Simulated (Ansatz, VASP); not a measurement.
# K2ScZnC6N6: VASP beside Ansatz

```
K Sc Zn C N
1.0
     0.00000    5.60547    5.60547
     5.60547    0.00000    5.60547
     5.60547    5.60547    0.00000
K Sc Zn C N
2 1 1 6 6
Cartesian
  2.8027 2.8027 2.8027
  8.4082 8.4082 8.4082
  0.0000 0.0000 0.0000
  5.6055 5.6055 5.6055
  2.3040 5.6055 5.6055
  5.6055 2.3040 5.6055
  5.6055 5.6055 2.3040
  8.9069 5.6055 5.6055
  5.6055 8.9069 5.6055
  5.6055 5.6055 8.9069
  3.4781 5.6055 5.6055
  5.6055 3.4781 5.6055
  5.6055 5.6055 3.4781
  7.7328 5.6055 5.6055
  5.6055 7.7328 5.6055
  5.6055 5.6055 7.7328
```

Alike in both runs: functional PBE; k mesh 4 × 4 × 4; occupations gaussian, width 0.1 eV; no spin polarisation.

Ansatz relaxed the structure, and its values are those at the end. VASP's run is a single point on that final structure, the one shown.

|  | VASP | Ansatz |
| --- | --- | --- |
| version | VASP 6.6.1 | Ansatz 0.2.0 |
| potentials or method | VASP PAW PBE potentials, release 64 (K_sv, Sc_sv, Zn, C_h, N_h), cutoff 1330 eV | scalar-relativistic, plane waves, PAW |
| valence electrons in the cell | 95 | 95 |

VASP gave:

| Quantity | Value |
| --- | --- |
| gap on the k mesh at the Fermi level (eV) | none |
| pressure (GPa) | 0.0 |
| rms of the force components (eV/Å) | 0.008 |

Task: Estimate Ansatz's values.

Result: gap on the k mesh at the Fermi level (eV): none; pressure (GPa): 0.2; rms of the force components (eV/Å): 0.005.

A gap of «none» marks a metal or a gap that the smearing closes. With one functional, cell and mesh, what is left measures potentials, basis and numerics.
